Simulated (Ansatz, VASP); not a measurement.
## One calculation of GaFeC4N4, two programs

```
Ga Fe C N
1.0
     5.83210    0.00000    0.00000
     0.00000    5.83210    0.00000
     0.00000    0.00000    5.83210
Ga Fe C N
1 1 4 4
Cartesian
  0.0000 0.0000 0.0000
  2.9160 2.9160 2.9160
  1.1349 1.1349 1.1349
  1.1349 4.6972 4.6972
  4.6972 1.1349 4.6972
  4.6972 4.6972 1.1349
  1.8096 1.8096 1.8096
  1.8096 4.0225 4.0225
  4.0225 1.8096 4.0225
  4.0225 4.0225 1.8096
```

Alike in both runs: functional PBE; k mesh 4 × 4 × 4; occupations gaussian, width 0.1 eV; collinear spin.

Ansatz relaxed the structure, and its values are those at the end. VASP's run is a single point on that final structure, the one shown.

|  | VASP | Ansatz |
| --- | --- | --- |
| version | VASP 6.6.1 | Ansatz 0.2.0 |
| potentials or method | VASP PAW PBE potentials, release 64 (Ga_d, Fe, C, N), cutoff 520 eV | scalar-relativistic, plane waves, PAW |
| valence electrons in the cell | 57 | 65 |

Ansatz gave:

* gap on the k mesh at the Fermi level (eV): 0.59
* least direct gap on the mesh (eV): 0.81
* pressure (GPa): 0.3
* rms of the force components (eV/Å): 0.019
* net moment per atom (μB): 0.30
* size of the moment on the site where the two differ most (μB): 2.31

Problem. What did VASP give for the same quantities?

Solution. gap on the k mesh at the Fermi level (eV): 0.59; least direct gap on the mesh (eV): 0.82; pressure (GPa): 0.7; rms of the force components (eV/Å): 0.191; net moment per atom (μB): 0.30; size of the moment on the site where the two differ most (μB): 2.62.

Site moments also hang on the region over which each program counts them. One of these differences is far larger than is usual between the two programs; its cause wasn't traced. VASP's potentials hold 57 valence electrons a cell and Ansatz's 65, so a difference there can come from the potentials and not from the codes.

Noted on VASP's run: the standard files for N, O and F lose accuracy on very short bonds.
